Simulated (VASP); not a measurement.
# Ga (Cmcm) in VASP: a series of runs

The runs below take Ga through single point, with r2SCAN.

All numbers are computed with VASP 6.6.1; they aren't measurements. Logs are shortened: lines on timing, memory, paths and dates and some standing lists are left out, and cuts for length are marked.

## (1) The cell of the first run

It takes space group Cmcm (No. 63, orthorhombic). Conventional cell: a = 2.958 Å, b = 8.293 Å, c = 3.170 Å, α = 90.00°, β = 90.00°, γ = 90.00°. Within 3.6 Å of Ga (site symmetry m2m) lie 10 Ga at 2.72 to 3.17 Å.

## (2) Single point, r2SCAN (strain +0.0200 x Voigt [1, 1, 0, 0, 0, 0])

Input file POSCAR:

```
Ga
1.0
    1.4790000000     -4.1463000000      0.0000000000
    1.4790000000      4.1463000000      0.0000000000
    0.0000000000      0.0000000000      3.1700000000
Ga
2
Direct
    0.8670000000      0.1330000000      0.2500000000
    0.1330000000      0.8670000000      0.7500000000
```

Input file INCAR.step1:

```
SYSTEM = Ga
  PREC = Accurate
  ENCUT = 520
  ISMEAR = 0
  SIGMA = 0.15
  LREAL = .FALSE.
  LASPH = .TRUE.
  NELM = 100
  NBANDS = 20
  GGA = PE
  ALGO = Normal
  EDIFF = 1E-4
  LWAVE = .TRUE.
  LCHARG = .FALSE.
```

Input file INCAR.step2:

```
SYSTEM = Ga
  PREC = Accurate
  ENCUT = 520
  EDIFF = 1E-7
  ISMEAR = 0
  SIGMA = 0.15
  LREAL = .FALSE.
  LASPH = .TRUE.
  NELM = 100
  ALGO = Normal
  ISIF = 2
  LWAVE = .FALSE.
  LCHARG = .FALSE.
  METAGGA = R2SCAN
  LMIXTAU = .TRUE.
  NBANDS = 20
  ISTART = 1
```

Input file KPOINTS:

```
regular mesh
0
G
  18 18 16
  0 0 0
```

Potentials or basis: VASP PAW PBE potentials, release 64 (Ga_d).

Command:

```sh
cat potpaw_PBE.64/Ga_d/POTCAR > POTCAR
cp INCAR.step1 INCAR
mpirun -np 1 vasp_std > vasp.out
cp INCAR.step2 INCAR
mpirun -np 1 vasp_std > vasp.out
```

OUTCAR:

```text
SYSTEM = Ga
   PREC = Accurate
   ENCUT = 520
   EDIFF = 1E-7
   ISMEAR = 0
   LREAL = .FALSE.
   LASPH = .TRUE.
   NELM = 100
   ISIF = 2
   METAGGA = R2SCAN
   ISTART = 1

 ion  position               nearest neighbor table
   1  0.867  0.133  0.250-   2 2.72   2 2.72   2 2.91   2 2.91   2 2.91   2 2.91
   2  0.133  0.867  0.750-   1 2.72   1 2.72   1 2.91   1 2.91   1 2.91   1 2.91

  LATTYP: Found a base centered orthorhombic cell.
 ALAT       =     2.9580000000
 B/A-ratio  =     2.8034482759
 C/A-ratio  =     1.0716700473

  Lattice vectors:

 A1 = (   1.4790000000,  -4.1463000000,   0.0000000000)
 A2 = (   1.4790000000,   4.1463000000,   0.0000000000)
 A3 = (   0.0000000000,   0.0000000000,   3.1700000000)

Analysis of symmetry for initial positions (statically):
=====================================================================
 Subroutine PRICEL returns:
 Original cell was already a primitive cell.

 Routine SETGRP: Setting up the symmetry group for a
 base centered orthorhombic supercell.

 Subroutine GETGRP returns: Found  8 space group operations
 (whereof  4 operations were pure point group operations)
 out of a pool of  8 trial point group operations.

The static configuration has the point symmetry C_2h.
 The point group associated with its full space group is D_2h.

Analysis of symmetry for dynamics (positions and initial velocities):
=====================================================================
 Subroutine PRICEL returns:
 Original cell was already a primitive cell.

 Routine SETGRP: Setting up the symmetry group for a
 base centered orthorhombic supercell.

 Subroutine GETGRP returns: Found  8 space group operations
 (whereof  4 operations were pure point group operations)
 out of a pool of  8 trial point group operations.

The dynamic configuration has the point symmetry C_2h.
 The point group associated with its full space group is D_2h.

 Subroutine INISYM returns: Found  8 space group operations
 (whereof  4 operations are pure point group operations),
 and found     1 'primitive' translations

----------------------------------------------------------------------------------------

                                     Primitive cell

  volume of cell :      38.8793

  direct lattice vectors                    reciprocal lattice vectors
     1.479000000 -4.146300000  0.000000000     0.338066261 -0.120589441  0.000000000
     1.479000000  4.146300000  0.000000000     0.338066261  0.120589441  0.000000000
     0.000000000  0.000000000  3.170000000     0.000000000  0.000000000  0.315457413

  length of vectors
     4.402186353  4.402186353  3.170000000     0.358929812  0.358929812  0.315457413

  position of ions in fractional coordinates (direct lattice)
     0.867000000  0.133000000  0.250000000
     0.133000000  0.867000000  0.750000000

  ion indices of the primitive-cell ions
   primitive index   ion index
                 1           1
                 2           2

----------------------------------------------------------------------------------------

 KPOINTS: regular mesh

Automatic generation of k-mesh.
 Grid dimensions read from file:
 generate k-points for:   18   18   16

 Generating k-lattice:

  Cartesian coordinates                     Fractional coordinates (reciprocal lattice)
     0.018781459 -0.006699413  0.000000000     0.055555556 -0.000000000  0.000000000
     0.018781459  0.006699413  0.000000000    -0.000000000  0.055555556  0.000000000
     0.000000000  0.000000000  0.019716088     0.000000000  0.000000000  0.062500000

  Length of vectors
     0.019940545  0.019940545  0.019716088

  Shift w.r.t. Gamma in fractional coordinates (k-lattice)
     0.000000000  0.000000000  0.000000000

 Subroutine IBZKPT returns following result:
 ===========================================

 Found    819 irreducible k-points:

 Following reciprocal coordinates:
            Coordinates               Weight
  0.000000  0.000000  0.000000      1.000000
  0.055556 -0.000000  0.000000      4.000000
  0.111111 -0.000000  0.000000      4.000000
  0.166667 -0.000000  0.000000      4.000000
  0.222222 -0.000000  0.000000      4.000000
  0.277778 -0.000000  0.000000      4.000000
[... 16 lines left out ...]
 -0.277778  0.055556  0.000000      4.000000
 -0.222222  0.055556  0.000000      4.000000
 [... further k-points ...]
   k-points           NKPTS =    819   k-points in BZ     NKDIM =    819   number of bands    NBANDS=     20
   number of dos      NEDOS =    301   number of ions     NIONS =      2
   total plane-waves  NPLWV =  31104
   dimension x,y,z NGX =    36 NGY =   36 NGZ =   24
   dimension x,y,z NGXF=    72 NGYF=   72 NGZF=   48
   ions per type =               2
   NGX,Y,Z   is equivalent  to a cutoff of  13.60, 13.60, 12.59 a.u.
   NGXF,Y,Z  is equivalent  to a cutoff of  27.19, 27.19, 25.17 a.u.
 SYSTEM =  Ga
   PREC   = accura    normal or accurate (medium, high low for compatibility)
   ISTART =      1    job   : 0-new  1-cont  2-samecut
   ICHARG =      0    charge: 1-file 2-atom 10-const
   ISPIN  =      1    spin polarized calculation?
   LNONCOLLINEAR =      F non collinear calculations
   LSORBIT =      F    spin-orbit coupling
   LASPH  =      T    aspherical Exc in radial PAW
   ENCUT  =  520.0 eV  38.22 Ry    6.18 a.u.   8.19  8.19  5.89*2*pi/ulx,y,z
   NELM   =    100;   NELMIN=  2; NELMDL=  0     # of ELM steps
   EDIFF  = 0.1E-06   stopping-criterion for ELM
   LREAL  =      F    real-space projection
   EDIFFG = 0.1E-05   stopping-criterion for IOM
   NSW    =      0    number of steps for IOM
   IBRION =     -1    ionic relax: 0-MD 1-quasi-New 2-CG
   NFREE  =      0    steps in history (QN), initial steepest desc. (CG)
   ISIF   =      2    stress and relaxation
   ISYM   =      2    0-nonsym 1-usesym 2-fastsym
   POTIM  = 0.5000    time-step for ionic-motion
   TEBEG  =    0.0;   TEEND  =   0.0 temperature during run
   PSTRESS=    0.0 pullay stress
   NELECT =      26.0000    total number of electrons
   NUPDOWN=      -1.0000    fix difference up-down
   EMIN   =  10.00;   EMAX   =-10.00  energy-range for DOS
   EFERMI =   0.00;   METHOD = LEGACY
   ISMEAR =     0;   SIGMA  =   0.15  broadening in eV -4-tet -1-fermi 0-gaus
   EFERMI_NEDOS =   21; number of points for ismear=-14 and -15
   IALGO  =     38    algorithm
   IMIX   =      4    mixing-type and parameters
     AMIX     =   0.40;   BMIX     =  1.00
     AMIX_MAG =   1.60;   BMIX_MAG =  1.00
  volume/ion in A,a.u.               =      19.44       131.19
  Fermi-wavevector in a.u.,A,eV,Ry     =   1.431616  2.705362 27.885474  2.049525
  Thomas-Fermi vector in A             =   2.551333
   LORBIT       =      0    0 simple, 1 ext, 2 COOP (PROOUT), +10 PAW based schemes
   METAGGA = R2SCAN    functional components
   LHFCALC =     F    Hartree Fock is set to
   AEXX    =    0.0000 exact exchange contribution
   IVDW    =     0    specifies the selected vdW correction
   LEPSILON=     F    determine dielectric tensor
   LRPA    =     F    only Hartree local field effects (RPA)
 non-spin polarized calculation
 Gauss-broadening in eV      SIGMA  =   0.15
  energy-cutoff  :      520.00
  volume of cell :       38.88
 maximum number of plane-waves:      1072
 NGX is ok and might be reduce to    36
   NGX = 17   NGY = 17   NGZ = 11

 number of electron      25.9999990 magnetization

 Free energy of the ion-electron system (eV)
  ---------------------------------------------------
  ext. energy  EPLUGINS =         0.00000000
  ---------------------------------------------------
  free energy    TOTEN  =       -22.66150595 eV

  energy without entropy =      -22.65287753  energy(sigma->0) =      -22.65719174

 E-fermi :   5.2165     XC(G=0): -11.8878

 val. band max:        5.2135085283   @ k =   0.4444   0.0556   0.3125
 cond. band min:       5.2215186956   @ k =   0.2778   0.1111   0.3125
 fundamental gap:      0.0080101673
 Fermi energy:         5.2165345636

 k-point     1 :       0.0000    0.0000    0.0000
  band No.  band energies     occupation
      1     -10.4953      2.00000
      2     -10.4605      2.00000
      3     -10.4020      2.00000
      4     -10.3815      2.00000
      5     -10.2109      2.00000
      6     -10.1959      2.00000
[... 12 lines left out ...]
     19      16.9530      0.00000
     20      17.1771      0.00000

 k-point     2 :       0.0556   -0.0000    0.0000
  band No.  band energies     occupation
      1     -10.4923      2.00000
      2     -10.4587      2.00000
      3     -10.4010      2.00000
      4     -10.3705      2.00000
      5     -10.2142      2.00000
      6     -10.1993      2.00000
[... 12 lines left out ...]
     19      16.9228      0.00000
     20      18.0433      0.00000

 k-point     3 :       0.1111   -0.0000    0.0000
  band No.  band energies     occupation
      1     -10.4838      2.00000
      2     -10.4535      2.00000
      3     -10.3939      2.00000
      4     -10.3440      2.00000
      5     -10.2237      2.00000
      6     -10.2092      2.00000
[... 12 lines left out ...]
     19      17.6904      0.00000
     20      19.2008      0.00000

 k-point     4 :       0.1667   -0.0000    0.0000
  band No.  band energies     occupation
      1     -10.4710      2.00000
      2     -10.4456      2.00000
      3     -10.3803      2.00000
      4     -10.3119      2.00000
      5     -10.2348      2.00000
      6     -10.2248      2.00000
[... 12 lines left out ...]
     19      18.0218      0.00000
     20      20.7907      0.00000

 k-point     5 :       0.2222   -0.0000    0.0000
  band No.  band energies     occupation
      1     -10.4556      2.00000
      2     -10.4360      2.00000
      3     -10.3642      2.00000
      4     -10.2986      2.00000
      5     -10.2446      2.00000
      6     -10.2258      2.00000
[... 12 lines left out ...]
     19      18.1270      0.00000
     20      21.5655      0.00000

 k-point     6 :       0.2778   -0.0000    0.0000
  band No.  band energies     occupation
      1     -10.4396      2.00000
      2     -10.4262      2.00000
      3     -10.3508      2.00000
      4     -10.3123      2.00000
      5     -10.2663      2.00000
      6     -10.1972      2.00000
[... 12 lines left out ...]
     19      18.1174      0.00000
     20      20.2887      0.00000

 k-point     7 :       0.3333    0.0000    0.0000
  band No.  band energies     occupation
      1     -10.4263      2.00000
      2     -10.4172      2.00000
      3     -10.3459      2.00000
      4     -10.3265      2.00000
      5     -10.2875      2.00000
      6     -10.1989      2.00000
[... 12 lines left out ...]
     19      17.6527      0.00000
     20      19.2562      0.00000
[... 277 lines left out ...]
 k-point    20 :      -0.4444    0.0556    0.0000
  band No.  band energies     occupation
      1     -10.4181      2.00000
      2     -10.4017      2.00000
      3     -10.3481      2.00000
      4     -10.3321      2.00000
      5     -10.3114      2.00000
      6     -10.2147      2.00000
[... 12 lines left out ...]
     19      15.8632      0.00000
     20      18.5143      0.00000

 k-point    21 :      -0.3889    0.0556    0.0000
  band No.  band energies     occupation
      1     -10.4212      2.00000
      2     -10.4061      2.00000
      3     -10.3476      2.00000
      4     -10.3333      2.00000
      5     -10.2960      2.00000
      6     -10.2093      2.00000
[... 12 lines left out ...]
     19      16.8847      0.00000
     20      18.5049      0.00000

 k-point    22 :      -0.3333    0.0556    0.0000
  band No.  band energies     occupation
      1     -10.4318      2.00000
      2     -10.4140      2.00000
      3     -10.3590      2.00000
      4     -10.3202      2.00000
      5     -10.2759      2.00000
      6     -10.2061      2.00000
[... 12 lines left out ...]
     19      17.5733      0.00000
     20      19.3392      0.00000

 k-point    23 :      -0.2778    0.0556    0.0000
  band No.  band energies     occupation
      1     -10.4473      2.00000
      2     -10.4241      2.00000
      3     -10.3766      2.00000
      4     -10.3027      2.00000
      5     -10.2539      2.00000
      6     -10.2246      2.00000
[... 12 lines left out ...]
     19      17.6258      0.00000
     20      20.7898      0.00000

 k-point    24 :      -0.2222    0.0556    0.0000
  band No.  band energies     occupation
      1     -10.4638      2.00000
      2     -10.4349      2.00000
      3     -10.3952      2.00000
      4     -10.3001      2.00000
      5     -10.2471      2.00000
      6     -10.2330      2.00000
[... 12 lines left out ...]
     19      17.5841      0.00000
     20      20.4398      0.00000

 [... further k-points ...]

------------------------ aborting loop because EDIFF is reached ----------------------------------------

  FORCE on cell =-STRESS in cart. coord.  units (eV):
  Direction    XX          YY          ZZ          XY          YZ          ZX
  --------------------------------------------------------------------------------------
  -------------------------------------------------------------------------------------
  Total       -1.2388641     -0.7964146     -0.2736834      0.0000000      0.0000000      0.0000000
  in kB      -51.0523937    -32.8194773    -11.2782268      0.0000000      0.0000000      0.0000000
  external PRESSURE =     -31.7166993 kB  Pullay stress =       0.0000000 kB

 VOLUME and BASIS-vectors are now :
 -----------------------------------------------------------------------------
  energy-cutoff  :      520.00
  volume of cell :       38.88
      direct lattice vectors                 reciprocal lattice vectors
     1.479000000 -4.146300000  0.000000000     0.338066261 -0.120589441  0.000000000
     1.479000000  4.146300000  0.000000000     0.338066261  0.120589441  0.000000000
     0.000000000  0.000000000  3.170000000     0.000000000  0.000000000  0.315457413

 POSITION                                       TOTAL-FORCE (eV/Angst)
 -----------------------------------------------------------------------------------
      1.47900     -3.04338      0.79250         0.000000      0.219204     -0.000000
      1.47900      3.04338      2.37750         0.000000     -0.219204      0.000000
 -----------------------------------------------------------------------------------
    total drift:                                0.000000     -0.000000     -0.000000

  FREE ENERGIE OF THE ION-ELECTRON SYSTEM (eV)
  ---------------------------------------------------
  free  energy   TOTEN  =       -22.6615059531 eV

  energy  without entropy=      -22.6528775252  energy(sigma->0) =      -22.65719174
```

Run time: 41 min. Hardware: 1 thread of Oxide Virtual Turin-like, shared host; peak memory 0.56 GiB.

Results:

| Quantity | Value |
| --- | --- |
| Free energy | -22.6615 eV |
| Pressure | -3.2 GPa |
| Largest force | 0.219 eV/Å |
| Band gap on the k mesh | zero (bands 13 and 14 overlap by 9.81 eV) |

Forces in eV/Å, atoms in the order of the input:
```
Ga   0.000  0.219  0.000
Ga   0.000 -0.219  0.000
```

Caveat: the cell differs from its parent crystal (strain +0.0200 x Voigt [1, 1, 0, 0, 0, 0]); the cell stands under tension; the PAW data sets were made with another functional, which shifts forces and pressure a little.

(Continued in part 2 of 2.)
